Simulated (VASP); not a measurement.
Wanted: the native input for a VASP 6.6.1 run.

| Quantity | Value |
| --- | --- |
| Task | relaxation of shape and atoms at fixed volume |
| Functional | PBE |
| Potentials or basis | VASP PAW PBE potentials, release 64 (Yb, B) |
| Cutoff | 600 eV |
| k mesh | 15 × 15 × 12 |
| Occupations | gaussian, width 0.1 eV |
| Spin | no spin polarisation |
| Dipole correction | no |
| Further INCAR settings | ALGO = Normal; EDIFF = 1e-06; IBRION = 2; EDIFFG = -0.01; NSW = 50; ISIF = 4 |

The structure of YbB2 lies in POSCAR:

```
YbB2
1.0
    3.1965872373      0.0000000000      0.0000000000
   -1.5982936187      2.7683257529      0.0000000000
    0.0000000000      0.0000000000      3.8070854602
Yb B
1 2
Direct
    0.0000000000      0.0000000000      0.0000000000
    0.3333333333      0.6666666667      0.5000000000
    0.6666666667      0.3333333333      0.5000000000
```

The input as run:

INCAR

```
SYSTEM = YbB2
ALGO     = Normal         ! electronic algorithm
EDIFF    = 1E-6           ! SCF threshold, eV
EDIFFG   = -0.01          ! ionic threshold
ENCUT    = 600            ! plane-wave cutoff, eV
GGA      = PE             ! functional
IBRION   = 2              ! ionic algorithm
ISIF     = 4              ! what is computed and relaxed
ISMEAR   = 0              ! smearing method
LASPH    = .TRUE.         ! aspherical terms in the spheres
LCHARG   = .FALSE.        ! write CHGCAR
LREAL    = .FALSE.        ! projectors in reciprocal space
LWAVE    = .FALSE.        ! write WAVECAR
NELM     = 60             ! most SCF steps
NSW      = 50             ! ionic steps
PREC     = Accurate       ! precision mode
SIGMA    = 0.1            ! smearing width, eV
```

KPOINTS

```
k-points
0
G
  15 15 12
  0 0 0
```

Potentials or basis: VASP PAW PBE potentials, release 64 (Yb, B).

The run is started by

```console
$ cat potpaw_PBE.64/Yb/POTCAR potpaw_PBE.64/B/POTCAR > POTCAR
$ mpirun -np 1 vasp_std > vasp.out
```

It gave:

```
Energy gained by relaxing : 0.0 meV/atom
Ionic steps               : 4
Pressure after relaxing   : 5.8 GPa
Band gap on the k mesh    : zero (bands 15 and 16 overlap by 1.33 eV)
```

Caveat: spin-orbit coupling is left out, which moves the levels of the heavy elements.

Wall time 7 min on 1 thread of AMD EPYC 9R45 96-Core Processor (Zen 5) (shared host), peak memory 0.29 GiB.
